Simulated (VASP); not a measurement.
Set up this calculation in VASP 6.6.1, as the native input.

```
Task                   : single point
Functional             : r2SCAN
Potentials or basis    : VASP PAW PBE potentials, release 64 (Nb_sv)
Cutoff                 : 520 eV
k mesh                 : 22 × 22 × 22
Occupations            : gaussian, width 0.15 eV
Spin                   : no spin polarisation
Dipole correction      : no
Further INCAR settings : ALGO = Normal; EDIFF = 1e-07; NBANDS = 12
```

Nb:

```
Nb
1.0
     1.11912    2.79779    2.79779
     2.79779    1.11912    2.79779
     2.79779    2.79779    1.11912
Nb
1
Direct
  0.00000 0.00000 0.00000
```

This cell differs from its parent crystal: ratio of the length along [111] to the lengths across it x 2.0, volume and fractional coordinates fixed.

These files were run (other wordings do the same):

POSCAR

```
Nb
1.0
    1.1191177416      2.7977943541      2.7977943541
    2.7977943541      1.1191177416      2.7977943541
    2.7977943541      2.7977943541      1.1191177416
Nb
1
Direct
    0.0000000000      0.0000000000      0.0000000000
```

INCAR.step1

```
SYSTEM = Nb
PREC = Accurate
ENCUT = 520
ISMEAR = 0
SIGMA = 0.15
LREAL = .FALSE.
LASPH = .TRUE.
NELM = 100
NBANDS = 12
GGA = PE
ALGO = Normal
EDIFF = 1E-4
LWAVE = .TRUE.
LCHARG = .FALSE.
```

INCAR.step2

```
SYSTEM = Nb
PREC = Accurate
ENCUT = 520
EDIFF = 1E-7
ISMEAR = 0
SIGMA = 0.15
LREAL = .FALSE.
LASPH = .TRUE.
NELM = 100
ALGO = Normal
ISIF = 2
LWAVE = .FALSE.
LCHARG = .TRUE.
METAGGA = R2SCAN
LMIXTAU = .TRUE.
LELF = .TRUE.
LVHAR = .TRUE.
NBANDS = 12
ISTART = 1
```

KPOINTS

```
Automatic mesh
0
G
  22 22 22
  0 0 0
```

Potentials or basis: VASP PAW PBE potentials, release 64 (Nb_sv).

The run is started by

```sh
$ cat potpaw_PBE.64/Nb_sv/POTCAR > POTCAR
$ cp INCAR.step1 INCAR
$ mpirun -np 1 vasp_std > vasp.out
$ cp INCAR.step2 INCAR
$ mpirun -np 1 vasp_std > vasp.out
```

It gave:

The pressure is 57.6 GPa.

Caveat: the PAW data sets were made with another functional, which shifts forces and pressure a little.

Run time: 27 min on 1 thread of Intel Xeon 6975P-C, on a shared host, peak memory 0.38 GiB.
